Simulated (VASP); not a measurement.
Here is a VASP 6.6.1 calculation.

Contents of POSCAR:

```
ZnO
1.0
    3.3499668561      0.0000000000      0.0000000000
    0.0000000000     10.1516804235      0.0000000000
    0.0000000000      0.0000000000      4.7518166190
Zn O
6 6
Direct
    0.5000000000      0.8514676432      0.1074885453
    0.5000000000      0.1485323568      0.1074885453
    0.0000000000      0.0000000000      0.6113085487
    0.5000000000      0.5000000000      0.3886914513
    0.0000000000      0.3514676432      0.8925114547
    0.0000000000      0.6485323568      0.8925114547
    0.5000000000      0.0000000000      0.3743338108
    0.0000000000      0.8480421190      0.8719629746
    0.0000000000      0.1519578810      0.8719629746
    0.5000000000      0.3480421190      0.1280370254
    0.5000000000      0.6519578810      0.1280370254
    0.0000000000      0.5000000000      0.6256661892
```

Contents of INCAR.step1:

```
  PREC = Accurate
  ENCUT = 520
  ISMEAR = 0
  SIGMA = 0.02
  LREAL = False
  LASPH = True
  NELM = 100
  NBANDS = 66
  GGA = PE
  ALGO = Normal
  EDIFF = 1E-4
  LWAVE = True
  LCHARG = False
  KPAR = 4
```

INCAR.step2

```
  PREC = Accurate
  ENCUT = 520
  EDIFF = 1E-6
  ISMEAR = 0
  SIGMA = 0.02
  LREAL = False
  LASPH = True
  NELM = 100
  ALGO = Normal
  ISIF = 2
  LWAVE = False
  LCHARG = True
  METAGGA = R2SCAN
  LMIXTAU = True
  LVHAR = True
  NBANDS = 66
  ISTART = 1
  KPAR = 4
```

The input KPOINTS:

```
regular mesh
0
Gamma
  8 4 6
```

Potentials or basis: VASP PAW PBE potentials, release 64 (Zn, O).

The run is started by

```bash
$ cat potpaw_PBE.64/Zn/POTCAR potpaw_PBE.64/O/POTCAR > POTCAR
$ cp INCAR.step1 INCAR
$ mpirun -np 4 vasp_std > vasp.out
$ cp INCAR.step2 INCAR
$ mpirun -np 4 vasp_std > vasp.out
```

Problem. Predict the largest force.

Solution. 0.088 eV/Å.

Problem. Predict the pressure.

Solution. -4.4 GPa.

Problem. What does it give for the band gap on the k mesh?

Solution. 1.24 eV.

Forces in eV/Å, atoms in the order of the input:
```
Zn   0.000 -0.020 -0.086
Zn   0.000  0.020 -0.086
Zn   0.000  0.000  0.042
Zn   0.000  0.000 -0.042
Zn   0.000 -0.020  0.086
Zn   0.000  0.020  0.086
O    0.000  0.000 -0.056
O    0.000  0.008  0.063
O    0.000 -0.008  0.063
O    0.000  0.008 -0.063
O    0.000 -0.008 -0.063
O    0.000  0.000  0.056
```

Caveat: the cell stands under tension; the PAW data sets were made with another functional, which shifts forces and pressure a little. A k mesh can miss the band edges.
